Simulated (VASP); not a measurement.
Si24H12CO5, 42 atoms in the cell. The cell holds a slab with vacuum, 42 atoms: a = 7.667 Å, b = 7.667 Å, c = 28.471 Å, α = 90.00°, β = 90.00°, γ = 90.00°. 

```yaml
Program: VASP 6.6.1
Task: single point
Functional: PBE
Dispersion: D3(BJ)
Potentials_or_basis: VASP PAW PBE potentials, release 64 (Si, H, O, C)
Cutoff: 520 eV
k_mesh: 2 × 2 × 1
Occupations: gaussian, width 0.05 eV
Spin: no spin polarisation
Dipole_correction: yes
Further_INCAR_settings: LREAL = Auto; ALGO = Normal; EDIFF = 1e-06; NBANDS = 98
```

Potentials or basis: VASP PAW PBE potentials, release 64 (Si, H, O, C).

Launch:

```console
$ cat potpaw_PBE.64/Si/POTCAR potpaw_PBE.64/H/POTCAR potpaw_PBE.64/O/POTCAR potpaw_PBE.64/C/POTCAR > POTCAR
$ mpirun -np 1 vasp_std > vasp.out
```

Hardware: 1 thread of Intel(R) Xeon(R) Platinum 8259CL CPU @ 2.50GHz (Skylake/Cascade Lake), with other jobs on the host.

Q: How long does it take, and how much memory?

A: It took 32 min on 1 thread of Intel(R) Xeon(R) Platinum 8259CL CPU @ 2.50GHz (Skylake/Cascade Lake), on a shared host, peak memory 1.6 GiB. Counts: scf iterations 30, k points 4.
